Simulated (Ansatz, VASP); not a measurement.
## As: VASP beside Ansatz

Contents of INCAR:

```
PREC = Accurate ; ENCUT = 600
EDIFF = 1E-6 ; ISMEAR = -1
SIGMA = 0.05 ; LREAL = False
LASPH = True ; NELM = 100
ALGO = Normal ; ISIF = 3
LWAVE = False ; LCHARG = False
GGA = B5 ; ALDAX = 1.0
AGGAX = 1.0 ; AGGAC = 1.0
ALDAC = 0.0 ; IVDW = 13
VDW_S6 = 1.0 ; VDW_S8 = 2.34076671
VDW_A1 = 0.44488865 ; VDW_A2 = 4.0933009
IBRION = 2 ; NSW = 60
EDIFFG = -0.01
```

File KPOINTS:

```
Automatic mesh
0
Gamma
  9 9 9
```

POSCAR

```
As
1.0
    1.8807968987      1.0858785957      3.5140619945
   -1.8807968987      1.0858785957      3.5140619945
    0.0000000000     -2.1717571915      3.5140619945
As
2
Direct
    0.2260000000      0.2260000000      0.2260000000
    0.7740000000      0.7740000000      0.7740000000
```

Contents of input.yaml:

```yaml
crystal:
  lattice:
    - [1.8807968987, 1.0858785957, 3.5140619945]
    - [-1.8807968987, 1.0858785957, 3.5140619945]
    - [0.0, -2.1717571915, 3.5140619945]
  atoms:
    - { symbol: As, position: [0.226, 0.226, 0.226] }
    - { symbol: As, position: [0.774, 0.774, 0.774] }
hamiltonian:
  xc: blyp
  pseudopotentials: { kind: paw }
  dispersion: d4
kpoints:
  mp_grid: { grid: [9, 9, 9] }
scf:
  occupations: { method: fermi_dirac, width: 0.05 }
output:
  forces: true
  stress: true
  eigenvalues: true
relax:
  f_tol: 0.01
  max_steps: 40
  cell: { stress_tol: 0.05 }
```

Alike in both runs: task relaxation of cell and atoms; functional BLYP; dispersion D4; k mesh 9 × 9 × 9; occupations fermi-dirac, width 0.05 eV; no spin polarisation.

|  | VASP | Ansatz |
| --- | --- | --- |
| version | VASP 6.6.1 | Ansatz 0.2.0 |
| potentials or method | VASP PAW PBE potentials, release 64 (As) | Ansatz PAW |
| plane-wave cutoff (eV) | 600 | 420 |
| valence electrons in the cell | 10 | 30 |

VASP gave:

- gap on the k mesh at the Fermi level, each at its own relaxed structure (eV): 0.05
- relaxed volume (Å³/atom): 22.00
- relaxed cell length with the largest relative difference (Å): 4.126

Task: What did Ansatz give for the same quantities?

Result: gap on the k mesh at the Fermi level, each at its own relaxed structure (eV): 0.02; relaxed volume (Å³/atom): 21.92; relaxed cell length with the largest relative difference (Å): 4.128.

VASP's potentials were made for PBE, not for BLYP. VASP's potentials hold 10 valence electrons a cell and Ansatz's 30, so a difference there can come from the potentials and not from the codes.

Noted on Ansatz's run: odd divisions of the mesh miss points on the zone boundary, where band edges often lie, so the gap on the mesh can be too wide; the plane-wave basis is chosen anew once the cell has moved, so the energies of steps on either side of that aren't comparable.
